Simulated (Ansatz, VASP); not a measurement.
## One calculation of Hg, two programs

File INCAR:

```
ALGO = Normal ; EDIFF = 1E-6
ENCUT = 520 ; GGA = RP
ISIF = 2 ; ISMEAR = -1
LASPH = T ; LCHARG = F
LREAL = F ; LWAVE = F
NBANDS = 12 ; NELM = 60
PREC = Accurate ; SIGMA = 0.1
```

Contents of KPOINTS:

```
k-points
0
Gamma
  9 9 9
```

Contents of POSCAR:

```
Hg
1.0
    0.0000000000      3.6013894836      3.6013894836
    3.6013894836      0.0000000000      3.6013894836
    3.6013894836      3.6013894836      0.0000000000
Hg
1
Direct
    0.0000000000      0.0000000000      0.0000000000
```

Input for Ansatz:

```yaml
crystal:
  lattice:
    - [0.0, 3.6013894836, 3.6013894836]
    - [3.6013894836, 0.0, 3.6013894836]
    - [3.6013894836, 3.6013894836, 0.0]
  atoms:
    - { symbol: Hg, position: [0.0, 0.0, 0.0] }
hamiltonian:
  xc: rpbe
  pseudopotentials:
    kind: paw
    azcp:
      Hg: "pseudopotentials/Hg.paw.azcp"
basis:
  ecutwfc: 420
  fft_grid_basis: typed
kpoints:
  mp_grid: { grid: [9, 9, 9], shift: [0, 0, 0] }
magnetization:
  spin_polarized: false
scf:
  occupations: { method: fermi_dirac, width: 0.1 }
  lower_state_search: "off"
output:
  stress: true
```

Alike in both runs: task single point; functional RPBE; k mesh 9 × 9 × 9; occupations fermi-dirac, width 0.1 eV; no spin polarisation.

|  | VASP | Ansatz |
| --- | --- | --- |
| version | VASP 6.6.1 | Ansatz 0.2.0 |
| potentials or method | VASP PAW PBE potentials, release 64 (Hg), cutoff 520 eV | plane waves (420 eV) with PAW, scalar-relativistic |
| valence electrons in the cell | 12 | 20 |

Ansatz gave:

| Property | Result |
| --- | --- |
| pressure (GPa) | 0.1 |

Question: Which values does VASP return?

Answer: Pressure (GPa): 0.0.

VASP's potentials were made for PBE, not for RPBE. VASP's potentials hold 12 valence electrons a cell and Ansatz's 20, so a difference there can come from the potentials and not from the codes.

Spin-orbit coupling is off throughout.
